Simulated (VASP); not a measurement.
Here is a VASP 6.6.1 calculation.

Contents of INCAR:

```
SYSTEM = Na
PREC = Accurate
ENCUT = 520
EDIFF = 1E-7
ISMEAR = -1
SIGMA = 0.1
LREAL = .FALSE.
LASPH = .TRUE.
NELM = 100
ALGO = Normal
ISIF = 2
LWAVE = .FALSE.
LCHARG = .TRUE.
GGA = RE
LELF = .TRUE.
LVHAR = .TRUE.
NBANDS = 10
```

Contents of KPOINTS:

```
regular mesh
0
G
  17 17 17
  0 0 0
```

Contents of POSCAR:

```
Na
1.0
   -2.1416585443      2.1416585443      2.1416585443
    2.1416585443     -2.1416585443      2.1416585443
    2.1416585443      2.1416585443     -2.1416585443
Na
1
Direct
    0.0000000000      0.0000000000      0.0000000000
```

Potentials or basis: VASP PAW PBE potentials, release 64 (Na_pv).

Command:

```console
$ cat potpaw_PBE.64/Na_pv/POTCAR > POTCAR
$ mpirun -np 1 vasp_std > vasp.out
```

(1) Estimate the pressure.

(2) What does it give for the band gap on the k mesh?

## Answers

(1) 0.0 GPa.

(2) zero (an odd number of electrons rules out a gap without spin polarisation).

Caveat: the PAW data sets were made with another functional, which shifts forces and pressure a little.
